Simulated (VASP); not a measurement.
Set up this calculation in VASP 6.6.1, as the native input.

```
Task                   : single point
Functional             : revPBE
Potentials or basis    : VASP PAW PBE potentials, release 64 (Ge_d)
Cutoff                 : 520 eV
k mesh                 : 13 × 13 × 8
Occupations            : fermi-dirac, width 0.1 eV
Spin                   : no spin polarisation
Dipole correction      : no
Further INCAR settings : ALGO = Normal; EDIFF = 1e-06; NBANDS = 21
```

The structure of Ge lies in POSCAR:

```
Ge
1.0
    3.0010089043      0.0000000000      0.0000000000
   -1.5005044522      2.5989499481      0.0000000000
    0.0000000000      0.0000000000      4.6487980719
Ge
2
Direct
    0.3333333333      0.6666666667      0.2500000000
    0.6666666667      0.3333333333      0.7500000000
```

This cell differs from its parent crystal: volume scaled by 0.92.

The input as run:

INCAR

```
PREC = Accurate ; ENCUT = 520
EDIFF = 1E-6 ; ISMEAR = -1
SIGMA = 0.1 ; LREAL = False
LASPH = True ; NELM = 60
ALGO = Normal ; ISIF = 2
LWAVE = False ; LCHARG = True
GGA = RE ; LELF = True
LVHAR = True ; NBANDS = 21
```

KPOINTS

```
Automatic mesh
0
Gamma
  13 13 8
```

Potentials or basis: VASP PAW PBE potentials, release 64 (Ge_d).

Command:

```console
$ cat potpaw_PBE.64/Ge_d/POTCAR > POTCAR
$ mpirun -np 1 vasp_std > vasp.out
```

It gave:

```
Pressure               : 6.1 GPa
Band gap on the k mesh : zero (band 14 reaches 14.00 eV, above the bottom of band 15 at 4.57 eV)
```

Caveat: the PAW data sets were made with another functional, which shifts forces and pressure a little.

Run time: 20 s on 1 thread of Intel(R) Xeon(R) 6975P-C (Granite Rapids), on a shared host, peak memory 0.19 GiB.
